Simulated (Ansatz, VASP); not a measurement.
## B5P3 in VASP and in Ansatz

```
B P
1.0
    -2.94280    2.94280    3.79873
     2.94280   -2.94280    3.79873
     2.94280    2.94280   -3.79873
B P
5 3
Direct
  0.50000 0.50000 0.50000
  0.00000 0.00000 0.50000
  0.50000 0.00000 0.00000
  0.00000 0.50000 0.00000
  0.00000 0.00000 0.00000
  0.50000 0.00000 0.50000
  0.00000 0.50000 0.50000
  0.50000 0.50000 0.00000
```

Change from the starting cell: species swapped into the Li3Mg5 type (I4/mmm, No. 139).

Alike in both runs: task relaxation of cell and atoms; functional PBE; k mesh 4 × 4 × 4; occupations gaussian, width 0.1 eV; no spin polarisation.

|  | VASP | Ansatz |
| --- | --- | --- |
| version | VASP 6.6.1 | Ansatz 0.2.0 |
| potentials or method | VASP PAW PBE potentials, release 64 (B, P), cutoff 600 eV | scalar-relativistic, plane waves, PAW |
| valence electrons in the cell | 30 | 30 |

Ansatz gave:

* gap on the k mesh at the Fermi level, each at its own relaxed structure (eV): none
* relaxed volume (Å³/atom): 8.97
* relaxed cell length with the largest relative difference (Å): 4.564

Question: Estimate VASP's values.

Answer: gap on the k mesh at the Fermi level, each at its own relaxed structure (eV): none; relaxed volume (Å³/atom): 8.95; relaxed cell length with the largest relative difference (Å): 4.561.

A gap of «none» marks a metal or a gap that the smearing closes.

The k mesh is coarse, so the values compare programs but aren't converged. Noted on VASP's run: the volume moved by over 15 % at a fixed basis, so the end points are rough.
